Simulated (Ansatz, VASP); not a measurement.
**Be in VASP and in Ansatz**

INCAR

```
SYSTEM = Be
PREC = Accurate
ENCUT = 520
EDIFF = 1E-6
ISMEAR = -1
SIGMA = 0.05
LREAL = .False.
LASPH = .True.
NELM = 80
ALGO = Normal
ISIF = 2
LWAVE = .False.
LCHARG = .True.
GGA = PS
LELF = .True.
LVHAR = .True.
NBANDS = 9
```

File KPOINTS:

```
regular mesh
0
Gamma
  21 21 11
  0 0 0
```

The input POSCAR:

```
Be
1.0
    2.2872077026      0.0000000000      0.0000000000
   -1.1436038513      1.9807799742      0.0000000000
    0.0000000000      0.0000000000      3.6094919146
Be
2
Direct
    0.3333333333      0.6666666667      0.7500000000
    0.6666666667      0.3333333333      0.2500000000
```

Input for Ansatz:

```yaml
crystal:
  lattice:
    - [2.2872077026, 0.0, 0.0]
    - [-1.1436038513, 1.9807799742, 0.0]
    - [0.0, 0.0, 3.6094919146]
  atoms:
    - { symbol: Be, position: [0.3333333333, 0.6666666667, 0.75] }
    - { symbol: Be, position: [0.6666666667, 0.3333333333, 0.25] }
kpoints:
  mp_grid: { grid: [21, 21, 11] }
scf:
  occupations: { method: fermi_dirac, width: 0.05 }
hamiltonian:
  xc: pbesol
  pseudopotentials: { kind: all_electron, lapw: { basis_error: 0.0005 } }
output:
  forces: true
  stress: true
  eigenvalues: true
```

Change from the starting cell: volume scaled by 1.03.

Alike in both runs: task single point; functional PBEsol; k mesh 21 × 21 × 11; occupations fermi-dirac, width 0.05 eV; no spin polarisation.

```csv
,VASP,Ansatz
version,VASP 6.6.1,Ansatz 0.2.0
potentials or method,"VASP PAW PBE potentials, release 64 (Be), cutoff 520 eV","all-electron LAPW, scalar-relativistic"
```

|  | VASP | Ansatz | Ansatz less VASP |
| --- | --- | --- | --- |
| pressure (GPa) | -4.6 | -5.0 | -0.42 |
| traceless stress, the component that is largest in VASP (GPa) | -0.47 | -0.52 | -0.047 |

VASP's potentials were made for PBE, not for PBEsol. Ansatz ran all-electron here, and VASP with PAW potentials.
